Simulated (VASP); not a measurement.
Input of a VASP 6.6.1 run:

Contents of INCAR:

```
SYSTEM = K
ALGO     = Fast           ! electronic algorithm
EDIFF    = 1E-6           ! SCF threshold, eV
ENCUT    = 520            ! plane-wave cutoff, eV
GGA      = PS             ! functional
ISIF     = 2              ! what is computed and relaxed
ISMEAR   = 0              ! smearing method
LASPH    = .True.         ! aspherical terms in the spheres
LCHARG   = .True.         ! write CHGCAR
LELF     = .True.         ! ELF
LREAL    = .False.        ! projectors in reciprocal space
LVHAR    = .True.       
LWAVE    = .False.        ! write WAVECAR
NBANDS   = 10             ! bands
NELM     = 80             ! most SCF steps
PREC     = Accurate       ! precision mode
SIGMA    = 0.15           ! smearing width, eV
```

The input KPOINTS:

```
k-points
0
Gamma
  14 14 14
  0 0 0
```

Contents of POSCAR:

```
K
1.0
   -2.5721850000      2.5721850000      2.6180000000
    2.5721850000     -2.5721850000      2.6180000000
    2.6638150000      2.6638150000     -2.6180000000
K
1
Direct
    0.0000000000      0.0000000000      0.0000000000
```

Potentials or basis: VASP PAW PBE potentials, release 64 (K_sv).

Run with:

```console
$ cat potpaw_PBE.64/K_sv/POTCAR > POTCAR
$ mpirun -np 1 vasp_std > vasp.out
```

Problem. Estimate the pressure.

Solution. 0.0 GPa.

Stress tensor (GPa, compression positive):
```
-0.05 -0.10  0.00
-0.10 -0.05  0.00
 0.00  0.00 -0.04
```

Caveat: the cell differs from its parent crystal (strain +0.0350 x Voigt [0, 0, 0, 0, 0, 1]); the PAW data sets were made with another functional, which shifts forces and pressure a little.
